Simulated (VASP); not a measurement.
## Si: single point with PBE

Crystal: Si.

```
Si
1.0
    -3.31800    3.31800    3.31800
     3.31800   -3.31800    3.31800
     3.31800    3.31800   -3.31800
Si
8
Direct
  0.20332 0.20332 0.20332
  0.50000 0.00000 0.29668
  0.29668 0.50000 0.00000
  0.00000 0.29668 0.50000
  0.79668 0.79668 0.79668
  0.50000 0.00000 0.70332
  0.70332 0.50000 0.00000
  0.00000 0.70332 0.50000
```

- Program: VASP 6.6.1
- Task: single point
- Functional: PBE
- Potentials or basis: VASP PAW PBE potentials, release 64 (Si)
- Cutoff: 520 eV
- k mesh: 10 × 10 × 10
- Occupations: fermi-dirac, width 0.05 eV
- Spin: no spin polarisation
- Dipole correction: no
- Further INCAR settings: ALGO = Normal; EDIFF = 1e-06; NBANDS = 26

```json
{"Pressure": "0.8 GPa", "Largest force": "0.006 eV/Å", "Band gap on the k mesh": "zero (bands 16 and 17 overlap by 0.15 eV)"}
```

Forces on the atoms (eV/Å):
```
Si   0.004  0.004  0.004
Si  -0.004 -0.004  0.004
Si   0.004 -0.004 -0.004
Si  -0.004  0.004 -0.004
Si  -0.004 -0.004 -0.004
Si   0.004  0.004 -0.004
Si  -0.004  0.004  0.004
Si   0.004 -0.004  0.004
```

Levels at points of the mesh, in eV from the Fermi level:
```csv
k point,band 14,band 15,band 16,band 17,band 18,band 19
"(0.00, 0.00, 0.00)",-1.47,-1.47,-0.85,1.69,1.69,1.69
"(0.50, 0.00, 0.00)",-2.15,-1.33,-1.33,0.39,0.39,2.02
"(0.50, 0.50, 0.50)",-0.59,0.17,0.17,0.17,2.81,2.88
```

Run time: 4.5 min on 1 thread of Oxide Virtual Turin-like Processor, on a shared host, peak memory 0.37 GiB.

Caveat: semilocal functionals underestimate gaps, and a narrow one can read as zero.
